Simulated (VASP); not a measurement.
**LiF: single point with PBEsol+D3(BJ)**

LiF:

```xyz
2
Lattice="0.0000 1.9767 1.9767 1.9767 0.0000 1.9767 1.9767 1.9767 0.0000" Properties=species:S:1:pos:R:3 pbc="T T T"
Li    0.0000    0.0000    0.0000
F     1.9767    1.9767    1.9767
```

```
Program                : VASP 6.6.1
Task                   : single point
Functional             : PBEsol
Dispersion             : D3(BJ)
Potentials or basis    : VASP PAW PBE potentials, release 64 (Li_sv, F)
Cutoff                 : 520 eV
k mesh                 : 10 × 10 × 10
Occupations            : gaussian, width 0.05 eV
Spin                   : no spin polarisation
Dipole correction      : no
Further INCAR settings : ALGO = Normal; EDIFF = 1e-06; NBANDS = 12
```

| Property | Result |
| --- | --- |
| Band gap on the k mesh | 9.43 eV, direct |
| Dispersion energy per atom | -0.153 eV |

Levels at points of the mesh, in eV from the valence-band top:
| k point | band 2 | band 3 | band 4 | band 5 | band 6 | band 7 | band 8 | band 9 |
| --- | --- | --- | --- | --- | --- | --- | --- | --- |
| (0.00, 0.00, 0.00) | -20.02 | 0.00 | 0.00 | 0.00 | 9.43 | 24.55 | 24.55 | 24.55 |
| (0.50, 0.00, 0.00) | -19.54 | -2.73 | -0.25 | -0.25 | 10.86 | 17.23 | 19.17 | 19.17 |
| (0.50, 0.50, 0.00) | -19.22 | -3.32 | -1.10 | -1.10 | 15.16 | 16.45 | 18.02 | 20.74 |

Run time: 6.7 s on 1 thread of Intel(R) Xeon(R) Platinum 8488C (Sapphire Rapids) (shared host), peak memory 0.14 GiB.

 A k mesh can miss the band edges.
